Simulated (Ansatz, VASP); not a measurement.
## Zn in VASP and in Ansatz

```
CELL_PARAMETERS angstrom
-1.56904 1.56904 1.56904
1.56904 -1.56904 1.56904
1.56904 1.56904 -1.56904
ATOMIC_POSITIONS crystal
Zn 0.00000 0.00000 0.00000
```

Alike in both runs: task relaxation of cell and atoms; functional RPBE; dispersion D3(BJ); k mesh 12 × 12 × 12; occupations fermi-dirac, width 0.05 eV; no spin polarisation.

|  | VASP | Ansatz |
| --- | --- | --- |
| version | VASP 6.6.1 | Ansatz 0.2.0 |
| potentials or method | VASP PAW PBE potentials, release 64 (Zn) | Ansatz PAW |
| plane-wave cutoff (eV) | 600 | 420 |
| valence electrons in the cell | 12 | 12 |

```csv
,VASP,Ansatz,Ansatz less VASP
"gap on the k mesh at the Fermi level, each at its own relaxed structure (eV)",none,none,-
relaxed volume (Å³/atom),12.09,12.03,-0.067
relaxed cell length with the largest relative difference (Å),2.505,2.500,-0.0046
```

VASP's potentials were made for PBE, not for RPBE. A gap of «none» marks a metal or a gap that the smearing closes.

Noted on VASP's run: the volume moved by over 15 % at a fixed basis, so the end points are rough. Noted on Ansatz's run: the volume moved by over 15 % at a fixed basis, so the end points are rough; the plane-wave basis is chosen anew once the cell has moved, so the energies of steps on either side of that aren't comparable.
